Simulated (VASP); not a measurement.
A run of VASP 6.6.1 is set up as follows.

POSCAR

```
Sr2C
1.0
    0.0000000000      3.2915488607      3.2915488607
    3.2915488607      0.0000000000      3.2915488607
    3.2915488607      3.2915488607      0.0000000000
C Sr
1 2
Direct
    0.0000000000      0.0000000000      0.0000000000
    0.2500000000      0.2500000000      0.2500000000
    0.7500000000      0.7500000000      0.7500000000
```

The input INCAR.step1:

```
SYSTEM = Sr2C
PREC = Accurate
ENCUT = 520
ISMEAR = -1
SIGMA = 0.02
LREAL = .False.
LASPH = .True.
NELM = 60
NBANDS = 19
GGA = PE
ALGO = Normal
EDIFF = 1E-4
LWAVE = .True.
LCHARG = .False.
```

File INCAR.step2:

```
SYSTEM = Sr2C
PREC = Accurate
ENCUT = 520
EDIFF = 1E-6
ISMEAR = -1
SIGMA = 0.02
LREAL = .False.
LASPH = .True.
NELM = 60
ALGO = Normal
ISIF = 2
LWAVE = .False.
LCHARG = .False.
METAGGA = R2SCAN
LMIXTAU = .True.
NBANDS = 19
ISTART = 1
```

Contents of KPOINTS:

```
Automatic mesh
0
Gamma
  6 6 6
  0 0 0
```

Potentials or basis: VASP PAW PBE potentials, release 64 (C, Sr_sv).

Launch:

```bash
$ cat potpaw_PBE.64/C/POTCAR potpaw_PBE.64/Sr_sv/POTCAR > POTCAR
$ cp INCAR.step1 INCAR
$ mpirun -np 1 vasp_std > vasp.out
$ cp INCAR.step2 INCAR
$ mpirun -np 1 vasp_std > vasp.out
```

Question: Predict the pressure.

Answer: 2.9 GPa.

Caveat: the PAW data sets were made with another functional, which shifts forces and pressure a little.
